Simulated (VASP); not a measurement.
# HPb32Se32 (a cell with a defect) in VASP: a series of runs, part 2 of 2

VASP 6.6.1. The steps go on from the part before.

## (3) Relaxation of the atoms, PBEsol

INCAR reads:

```
SYSTEM = HPb32Se32
PREC = Accurate
ENCUT = 450
EDIFF = 1E-7
ISMEAR = -1
SIGMA = 0.05
LREAL = Auto
LASPH = .True.
NELM = 120
ALGO = Normal
ISIF = 2
LWAVE = .False.
LCHARG = .False.
GGA = PS
IBRION = 2
NSW = 100
EDIFFG = -0.03
NELECT = 640.0
ISYM = -1
GGA_COMPAT = .False.
NELMIN = 4
KPAR = 1
```

KPOINTS reads:

```
explicit points
1
Reciprocal
  0.25000000   0.25000000   0.25000000 1
```

POSCAR reads:

```
HPb32Se32
1.0
   12.2000000000      0.0000000000      0.0000000000
    0.0000000000     12.2000000000      0.0000000000
    0.0000000000      0.0000000000     12.2000000000
Se Pb H
32 32 1
Direct
    0.2485900000      0.9993550000      0.0032600000
    0.2497140000      0.9973670000      0.4992150000
    0.2517810000      0.4997390000      0.0013570000
    0.2497550000      0.5002070000      0.4991950000
    0.7498710000      0.9994150000      0.0013490000
    0.7489120000      0.0002500000      0.5010120000
    0.7517090000      0.4997160000      0.0025030000
    0.7490970000      0.4993800000      0.5008130000
    0.9987120000      0.2500160000      0.0012090000
    0.9970600000      0.2494710000      0.4975460000
    0.9981320000      0.7499970000      0.9985090000
    0.9996800000      0.7510680000      0.4985550000
    0.5021540000      0.2496260000      0.9993580000
    0.5005420000      0.2499150000      0.4966870000
    0.4999540000      0.7514310000      0.0003370000
    0.5014300000      0.7489840000      0.4979380000
    0.9985570000      0.9989270000      0.2484630000
    0.9985900000      0.0002940000      0.7533220000
    0.0012360000      0.5001810000      0.2537670000
    0.9984850000      0.5004510000      0.7497330000
    0.4986650000      0.9999350000      0.2495940000
    0.4986560000      0.0006410000      0.7495840000
    0.5000380000      0.5011790000      0.2494040000
    0.5001710000      0.5005780000      0.7493730000
    0.2498710000      0.2489050000      0.2513890000
    0.2500720000      0.2534230000      0.7480650000
    0.2519050000      0.7490640000      0.2509230000
    0.2502100000      0.7511210000      0.7512560000
    0.7518010000      0.2497430000      0.2507390000
    0.7504760000      0.2502690000      0.7500620000
    0.7508440000      0.7479380000      0.2533160000
    0.7489810000      0.7502710000      0.7503540000
    0.0018360000      0.9998600000      0.0007660000
    0.0004180000      0.9994500000      0.5004710000
    0.0010280000      0.4987830000      0.0009310000
    0.9987280000      0.4975300000      0.5011620000
    0.4992840000      0.9991100000      0.0005490000
    0.4993810000      0.0026490000      0.5010200000
    0.4980070000      0.5008890000      0.0004350000
    0.4993880000      0.4974530000      0.4995730000
    0.2491930000      0.2510250000      0.9987620000
    0.2499840000      0.2511880000      0.5003690000
    0.2493620000      0.7506470000      0.0003540000
    0.2476720000      0.7497960000      0.4965500000
    0.7526650000      0.2512320000      0.0013010000
    0.7505850000      0.2497890000      0.4962550000
    0.7458140000      0.7509330000      0.0006150000
    0.7513140000      0.7502300000      0.5023320000
    0.2508560000      0.9992560000      0.2507070000
    0.2502820000      0.9993650000      0.7478990000
    0.2501920000      0.5008260000      0.2509190000
    0.2499540000      0.4987400000      0.7504470000
    0.7495720000      0.0004950000      0.2518850000
    0.7489170000      0.0023840000      0.7493150000
    0.7504870000      0.4990300000      0.2505890000
    0.7498510000      0.4974950000      0.7502690000
    0.0003980000      0.2494890000      0.2507260000
    0.9987140000      0.2483320000      0.7499630000
    0.0019830000      0.7524580000      0.2535240000
    0.9999540000      0.7496820000      0.7499260000
    0.4991420000      0.2506200000      0.2492020000
    0.5028450000      0.2515980000      0.7505480000
    0.5018650000      0.7505380000      0.2495630000
    0.4981060000      0.7499260000      0.7511440000
    0.3748400000      0.3754290000      0.4988330000
```

Potentials or basis: VASP PAW PBE potentials, release 64 (Se, Pb_d, H).

The run is started by

```console
> cat potpaw_PBE.64/Se/POTCAR potpaw_PBE.64/Pb_d/POTCAR potpaw_PBE.64/H/POTCAR > POTCAR
> mpirun -np 8 vasp_std > vasp.out
```

Run time: 32 min. Hardware: 8 MPI ranks of Intel Xeon 6975P-C (Granite Rapids), shared host; peak memory 0.43 GiB.

It converged, with:

```yaml
Free_energy: -293.4470 eV
Energy_gained_by_relaxing: 15.9 meV/atom
Ionic_steps: 30
Largest_force_after_relaxing: 0.026 eV/Å
```

Forces on the atoms (eV/Å):
```
Se   0.008  0.013  0.001
Se   0.000 -0.021  0.002
Se  -0.012  0.007 -0.002
Se   0.019 -0.017 -0.003
Se   0.004 -0.006  0.002
Se   0.002 -0.002 -0.002
Se  -0.004 -0.007 -0.002
Se   0.015 -0.004 -0.002
Se   0.009  0.008  0.006
Se  -0.001 -0.002  0.003
Se  -0.006  0.000  0.001
Se   0.006  0.000  0.002
Se   0.009 -0.012 -0.002
Se   0.007 -0.009 -0.003
Se  -0.002 -0.006 -0.002
Se  -0.009  0.005  0.001
Se   0.006  0.004  0.006
Se   0.007  0.005 -0.009
Se   0.001  0.004  0.010
Se  -0.006  0.002 -0.011
Se   0.008 -0.001  0.001
Se   0.005 -0.003 -0.007
Se  -0.002 -0.001  0.003
Se  -0.003  0.001 -0.010
Se   0.001  0.007  0.010
Se   0.000  0.001 -0.003
Se  -0.003  0.006  0.014
Se  -0.002 -0.001 -0.012
Se   0.002 -0.006  0.008
Se   0.002 -0.005 -0.004
Se  -0.004 -0.005  0.006
Se  -0.005 -0.009 -0.003
Pb  -0.009 -0.003 -0.003
Pb   0.003 -0.002  0.001
Pb  -0.003  0.007  0.003
Pb  -0.017 -0.003 -0.004
Pb   0.021 -0.009  0.003
Pb   0.000  0.019 -0.002
Pb  -0.010 -0.008  0.003
Pb  -0.011 -0.002  0.005
Pb   0.007  0.015 -0.004
Pb  -0.006  0.008 -0.007
Pb  -0.007 -0.001  0.000
Pb   0.003  0.021  0.003
Pb   0.012 -0.017 -0.001
Pb  -0.016  0.001  0.000
Pb   0.006  0.006  0.010
Pb   0.003 -0.002 -0.004
Pb   0.010  0.012  0.003
Pb   0.002  0.010  0.000
Pb  -0.001 -0.007 -0.013
Pb   0.002 -0.002  0.016
Pb   0.006 -0.017 -0.008
Pb   0.010 -0.008  0.011
Pb  -0.005  0.000 -0.003
Pb  -0.011 -0.007  0.002
Pb   0.005  0.001 -0.010
Pb  -0.001 -0.001  0.008
Pb  -0.016  0.003 -0.009
Pb  -0.008  0.010  0.008
Pb  -0.006  0.003 -0.007
Pb  -0.006  0.005  0.005
Pb   0.005  0.005 -0.012
Pb   0.002  0.001  0.008
H   -0.017  0.020  0.000
```

Step by step:
```
step  energy change (eV)  largest force (eV/Å)  pressure (GPa)
   1              0.0000                1.3282           -0.79
   2             -0.2129                0.9775           -0.80
   3             -0.5248                0.8250           -0.79
   4             -0.6678                0.7259           -0.76
   5             -0.8606                0.3029           -0.65
   6             -0.8613                0.2960           -0.67
   7             -0.9147                0.1609           -0.68
   8             -0.9297                0.2100           -0.69
   9             -0.9536                0.0994           -0.73
  10             -0.9618                0.1870           -0.76
  11             -0.9763                0.1210           -0.75
  12             -0.9790                0.0896           -0.75
  13             -0.9889                0.1182           -0.74
  14             -0.9915                0.2135           -0.73
  15             -1.0003                0.1318           -0.74
  16             -1.0009                0.1738           -0.74
  17             -1.0095                0.0998           -0.71
  18             -1.0102                0.1860           -0.70
  19             -1.0177                0.0796           -0.70
  20             -1.0194                0.1236           -0.70
  21             -1.0245                0.1934           -0.67
  22             -1.0246                0.1690           -0.68
  23             -1.0281                0.0698           -0.68
  24             -1.0281                0.0572           -0.68
  25             -1.0304                0.0316           -0.67
  26             -1.0312                0.0877           -0.67
  27             -1.0327                0.1173           -0.68
  28             -1.0327                0.0954           -0.68
  29             -1.0341                0.0703           -0.67
  30             -1.0353                0.0261           -0.67
```

Final structure:
```xyz
65
Lattice="12.2000 0.0000 0.0000 0.0000 12.2000 0.0000 0.0000 0.0000 12.2000" Properties=species:S:1:pos:R:3 pbc="T T T"
Se    3.0370   12.1702    0.0008
Se    3.0443   12.0863    6.1023
Se    3.0782    6.0701    0.0040
Se    3.1435    6.0055    6.1048
Se    9.1362    0.0128    0.0018
Se    9.1320    0.0188    6.1027
Se    9.1755    6.1117    0.0041
Se    9.2639    6.1073    6.1028
Se   12.1774    3.0329   12.1979
Se   12.1054    3.0193    6.0998
Se    0.0197    9.1302    0.0015
Se    0.0458    9.1039    6.1011
Se    6.0723    3.0757    0.0044
Se    5.9648    3.1846    6.1046
Se    6.1144    9.1694    0.0068
Se    6.1334    9.2426    6.1048
Se   12.1814   12.1705    3.0568
Se   12.1935   12.1804    9.1488
Se    0.0299    6.0666    3.0619
Se    0.0457    6.0789    9.1475
Se    6.0745    0.0196    3.0665
Se    6.0883    0.0299    9.1559
Se    6.1250    6.1200    3.0823
Se    6.1410    6.1321    9.1537
Se    3.0146    3.0070    3.0532
Se    3.0290    3.0226    9.1251
Se    3.0697    9.1034    3.0568
Se    3.0828    9.1177    9.1431
Se    9.1170    3.0612    3.0504
Se    9.1288    3.0735    9.1406
Se    9.1675    9.1556    3.0556
Se    9.1794    9.1676    9.1468
Pb   12.1797   12.1793   12.1997
Pb   12.1446   12.1275    6.0983
Pb    0.0171    6.0813    0.0006
Pb   12.1788    6.0267    6.0985
Pb    6.0918    0.0323    0.0121
Pb    6.1097    0.0897    6.1124
Pb    6.1419    6.1275    0.0223
Pb    6.3862    6.2957    6.1300
Pb    3.0202    3.0046   12.1859
Pb    2.8551    2.7641    6.0789
Pb    3.0675    9.1314    0.0034
Pb    3.1236    9.1699    6.1057
Pb    9.1144    3.0561   12.1942
Pb    9.0583    3.0404    6.0947
Pb    9.1685    9.1696    0.0027
Pb    9.2229    9.2060    6.1068
Pb    3.0250   12.1488    3.0080
Pb    3.0417   12.1702    9.1905
Pb    3.0743    6.0603    2.9867
Pb    3.0900    6.0726    9.2193
Pb    9.1239    0.0094    3.0343
Pb    9.1417    0.0249    9.1686
Pb    9.1761    6.1082    3.0143
Pb    9.2008    6.1230    9.1960
Pb   12.1556    3.0124    3.0247
Pb   12.1756    3.0251    9.1658
Pb    0.0180    9.1193    3.0431
Pb    0.0322    9.1311    9.1602
Pb    6.0672    3.0699    3.0536
Pb    6.0798    3.0796    9.1548
Pb    6.1228    9.1725    3.0421
Pb    6.1368    9.1896    9.1826
H     4.2395    4.9093    6.1038
```

Levels at points of the mesh, in eV from the Fermi level:
| k point | band 317 | band 318 | band 319 | band 320 | band 321 | band 322 | band 323 | band 324 |
| --- | --- | --- | --- | --- | --- | --- | --- | --- |
| (0.25, 0.25, 0.25) | -0.77 | -0.69 | -0.68 | -0.67 | 0.63 | 0.80 | 0.90 | 0.91 |

Caveat: the cell carries a net charge on a neutralising background, which shifts energy and pressure; the cell is charged against a uniform background, so pressure and absolute levels hang on convention; the PAW data sets were made with another functional, which shifts forces and pressure a little; spin-orbit coupling is left out, which moves the levels of the heavy elements.
